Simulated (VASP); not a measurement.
# Ru2C (Fd-3m) in VASP: single point with PBE

Aim: the single point of Ru2C with PBE.

Program: VASP 6.6.1. These are calculated values, not measurements. Logs are shortened: lines on timing, memory, paths and dates and some standing lists are left out, and cuts for length are marked.

## 1. The cell of the first run

Symmetry: Fd-3m, No. 227, cubic system. Conventional cell: a = 6.844 Å, b = 6.844 Å, c = 6.844 Å, α = 90.00°, β = 90.00°, γ = 90.00°. Within 3.2 Å of Ru (site symmetry -3m) lie 6 Ru at 2.42 Å and 6 C at 2.84 Å. C (site symmetry -43m) has 12 Ru at 2.84 Å and 4 C at 2.96 Å within 3.7 Å.

## 2. Single point, PBE

INCAR reads:

```
SYSTEM = Ru2C
PREC = Accurate
ENCUT = 520
EDIFF = 1E-6
ISMEAR = 0
SIGMA = 0.1
LREAL = .False.
LASPH = .True.
NELM = 60
ALGO = Normal
ISIF = 2
LWAVE = .False.
LCHARG = .True.
GGA = PE
LELF = .True.
LVHAR = .True.
NBANDS = 41
```

KPOINTS reads:

```
regular mesh
0
Gamma
  4 4 4
  0 0 0
```

POSCAR reads:

```
Ru2C
1.0
    0.0000000000      3.4219967000      3.4219967000
    3.4219967000      0.0000000000      3.4219967000
    3.4219967000      3.4219967000      0.0000000000
Ru C
4 2
Direct
    0.6250000000      0.6250000000      0.6250000000
    0.1250000000      0.6250000000      0.6250000000
    0.6250000000      0.6250000000      0.1250000000
    0.6250000000      0.1250000000      0.6250000000
    0.0000000000      0.0000000000      0.0000000000
    0.2500000000      0.2500000000      0.2500000000
```

Potentials or basis: VASP PAW PBE potentials, release 64 (Ru_pv, C).

The run is started by

```
> cat potpaw_PBE.64/Ru_pv/POTCAR potpaw_PBE.64/C/POTCAR > POTCAR
> mpirun -np 1 vasp_std > vasp.out
```

OUTCAR:

```text
SYSTEM = Ru2C
   PREC = Accurate
   ENCUT = 520
   EDIFF = 1E-6
   ISMEAR = 0
   LREAL = .False.
   LASPH = .True.
   NELM = 60
   ISIF = 2
   GGA = PE

 ion  position               nearest neighbor table
   1  0.625  0.625  0.625-   2 2.42   3 2.42   4 2.42   3 2.42   4 2.42   2 2.42
   2  0.125  0.625  0.625-   1 2.42   3 2.42   4 2.42   1 2.42   3 2.42   4 2.42
   3  0.625  0.625  0.125-   1 2.42   1 2.42   2 2.42   4 2.42   4 2.42   2 2.42
   4  0.625  0.125  0.625-   1 2.42   3 2.42   1 2.42   2 2.42   3 2.42   2 2.42
   5  0.000  0.000  0.000-
   6  0.250  0.250  0.250-

  LATTYP: Found a face centered cubic cell.
 ALAT       =     6.8439934000

  Lattice vectors:

 A1 = (   0.0000000000,   3.4219967000,   3.4219967000)
 A2 = (   3.4219967000,   0.0000000000,   3.4219967000)
 A3 = (   3.4219967000,   3.4219967000,   0.0000000000)

Analysis of symmetry for initial positions (statically):
=====================================================================
 Subroutine PRICEL returns:
 Original cell was already a primitive cell.

 Routine SETGRP: Setting up the symmetry group for a
 face centered cubic supercell.

 Subroutine GETGRP returns: Found 48 space group operations
 (whereof 24 operations were pure point group operations)
 out of a pool of 48 trial point group operations.

The static configuration has the point symmetry T_d .
 The point group associated with its full space group is O_h .

Analysis of symmetry for dynamics (positions and initial velocities):
=====================================================================
 Subroutine PRICEL returns:
 Original cell was already a primitive cell.

 Routine SETGRP: Setting up the symmetry group for a
 face centered cubic supercell.

 Subroutine GETGRP returns: Found 48 space group operations
 (whereof 24 operations were pure point group operations)
 out of a pool of 48 trial point group operations.

The dynamic configuration has the point symmetry T_d .
 The point group associated with its full space group is O_h .

 Subroutine INISYM returns: Found 48 space group operations
 (whereof 24 operations are pure point group operations),
 and found     1 'primitive' translations

----------------------------------------------------------------------------------------

                                     Primitive cell

  volume of cell :      80.1436

  direct lattice vectors                    reciprocal lattice vectors
     0.000000000  3.421996700  3.421996700    -0.146113525  0.146113525  0.146113525
     3.421996700  0.000000000  3.421996700     0.146113525 -0.146113525  0.146113525
[... 82 lines left out ...]
   ISIF   =      2    stress and relaxation
   ISYM   =      2    0-nonsym 1-usesym 2-fastsym
   POTIM  = 0.5000    time-step for ionic-motion
   TEBEG  =    0.0;   TEEND  =   0.0 temperature during run
   PSTRESS=    0.0 pullay stress
   NELECT =      64.0000    total number of electrons
   NUPDOWN=      -1.0000    fix difference up-down
   EMIN   =  10.00;   EMAX   =-10.00  energy-range for DOS
   EFERMI =   0.00;   METHOD = LEGACY
   ISMEAR =     0;   SIGMA  =   0.10  broadening in eV -4-tet -1-fermi 0-gaus
   EFERMI_NEDOS =   21; number of points for ismear=-14 and -15
   IALGO  =     38    algorithm
   IMIX   =      4    mixing-type and parameters
     AMIX     =   0.40;   BMIX     =  1.00
     AMIX_MAG =   1.60;   BMIX_MAG =  1.00
  volume/ion in A,a.u.               =      13.36        90.14
  Fermi-wavevector in a.u.,A,eV,Ry     =   1.518840  2.870191 31.386921  2.306874
  Thomas-Fermi vector in A             =   2.627906
   LORBIT       =      0    0 simple, 1 ext, 2 COOP (PROOUT), +10 PAW based schemes
   GGA     = PE    functional components
   LHFCALC =     F    Hartree Fock is set to
   AEXX    =    0.0000 exact exchange contribution
   IVDW    =     0    specifies the selected vdW correction
   LEPSILON=     F    determine dielectric tensor
   LRPA    =     F    only Hartree local field effects (RPA)
 non-spin polarized calculation
 Gauss-broadening in eV      SIGMA  =   0.10
  energy-cutoff  :      520.00
  volume of cell :       80.14
 maximum number of plane-waves:      2180
   NGX = 17   NGY = 17   NGZ = 17

 number of electron      64.0000014 magnetization

 Free energy of the ion-electron system (eV)
  ---------------------------------------------------
  ext. energy  EPLUGINS =         0.00000000
  ---------------------------------------------------
  free energy    TOTEN  =       -39.74548650 eV

  energy without entropy =      -39.69443250  energy(sigma->0) =      -39.71995950

 E-fermi :   9.5444     XC(G=0): -12.7456

 val. band max:        9.4939493943   @ k =   0.5000   0.2500   0.0000
 cond. band min:       9.5537889550   @ k =   0.5000   0.0000   0.0000
 fundamental gap:      0.0598395607
 Fermi energy:         9.5443587641

 k-point     1 :       0.0000    0.0000    0.0000
  band No.  band energies     occupation
      1     -35.5257      2.00000
      2     -34.2356      2.00000
      3     -34.2356      2.00000
      4     -34.2356      2.00000
      5     -33.7833      2.00000
      6     -33.7833      2.00000
[... 341 lines left out ...]
     40      11.1820      0.00000
     41      12.6680      0.00000

------------------------ aborting loop because EDIFF is reached ----------------------------------------

  FORCE on cell =-STRESS in cart. coord.  units (eV):
  Direction    XX          YY          ZZ          XY          YZ          ZX
  --------------------------------------------------------------------------------------
  -------------------------------------------------------------------------------------
  Total        6.8749802      6.8749802      6.8749802      0.0000000      0.0000000     -0.0000000
  in kB      137.4400415    137.4400415    137.4400415      0.0000000      0.0000000     -0.0000000
  external PRESSURE =     137.4400415 kB  Pullay stress =       0.0000000 kB

 VOLUME and BASIS-vectors are now :
 -----------------------------------------------------------------------------
  energy-cutoff  :      520.00
  volume of cell :       80.14
      direct lattice vectors                 reciprocal lattice vectors
     0.000000000  3.421996700  3.421996700    -0.146113525  0.146113525  0.146113525
     3.421996700  0.000000000  3.421996700     0.146113525 -0.146113525  0.146113525
     3.421996700  3.421996700  0.000000000     0.146113525  0.146113525 -0.146113525

 POSITION                                       TOTAL-FORCE (eV/Angst)
 -----------------------------------------------------------------------------------
      4.27750      4.27750      4.27750        -0.000000      0.000000      0.000000
      4.27750      2.56650      2.56650         0.000000      0.000000      0.000000
      2.56650      2.56650      4.27750        -0.000000      0.000000      0.000000
      2.56650      4.27750      2.56650         0.000000      0.000000      0.000000
      0.00000      0.00000      0.00000        -0.000000     -0.000000     -0.000000
      1.71100      1.71100      1.71100         0.000000      0.000000      0.000000
 -----------------------------------------------------------------------------------
    total drift:                                0.000000      0.000000      0.000000

  FREE ENERGIE OF THE ION-ELECTRON SYSTEM (eV)
  ---------------------------------------------------
  free  energy   TOTEN  =       -39.7454865028 eV

  energy  without entropy=      -39.6944324971  energy(sigma->0) =      -39.71995950
```

OSZICAR:

```text
N       E                     dE             d eps       ncg     rms          rms(c)
DAV:   1     0.728677858781E+03    0.72868E+03   -0.38092E+04   656   0.165E+03
DAV:   2    -0.153513532910E+02   -0.74403E+03   -0.71450E+03   720   0.506E+02
DAV:   3    -0.410013154925E+02   -0.25650E+02   -0.24268E+02   771   0.950E+01
DAV:   4    -0.417670274270E+02   -0.76571E+00   -0.75256E+00   775   0.133E+01
DAV:   5    -0.417896125839E+02   -0.22585E-01   -0.22538E-01   821   0.211E+00    0.288E+01
DAV:   6    -0.418784113335E+02   -0.88799E-01   -0.16211E+01   860   0.241E+01    0.163E+01
DAV:   7    -0.399214662507E+02    0.19569E+01   -0.45769E+00   816   0.123E+01    0.967E+00
DAV:   8    -0.397459832292E+02    0.17548E+00   -0.81038E-01   686   0.559E+00    0.142E+00
DAV:   9    -0.397458512085E+02    0.13202E-03   -0.36737E-02   854   0.874E-01    0.556E-01
DAV:  10    -0.397454578524E+02    0.39336E-03   -0.35086E-03   735   0.427E-01    0.881E-02
DAV:  11    -0.397454756341E+02   -0.17782E-04   -0.14974E-04   838   0.867E-02    0.473E-02
DAV:  12    -0.397454867331E+02   -0.11099E-04   -0.29577E-05   762   0.389E-02    0.986E-03
DAV:  13    -0.397454865028E+02    0.23025E-06   -0.34618E-06   642   0.107E-02
   1 F= -.39745487E+02 E0= -.39719959E+02  d E =-.510540E-01
```

stdout:

```text
POSCAR found type information on POSCAR RuC
 POSCAR found :  2 types and       6 ions
 scaLAPACK will be used
 LDA part: xc-table for (Slater+PW92), standard interpolation
 POSCAR, INCAR and KPOINTS ok, starting setup
 FFT: planning ... GRIDC
 FFT: planning ... GRID_SOFT
 FFT: planning ... GRID
 WAVECAR not read
 entering main loop
```

Run time: 28 s. Hardware: 1 thread of AMD EPYC 7R13 (Zen 3), shared host; peak memory 0.17 GiB.

Results:

```
Free energy            : -39.7455 eV
Pressure               : 13.7 GPa
Band gap on the k mesh : zero (band 32 reaches 9.75 eV, above the bottom of band 33 at 9.41 eV)
```

Caveat: the k points lie up to 0.40 Å⁻¹ apart.
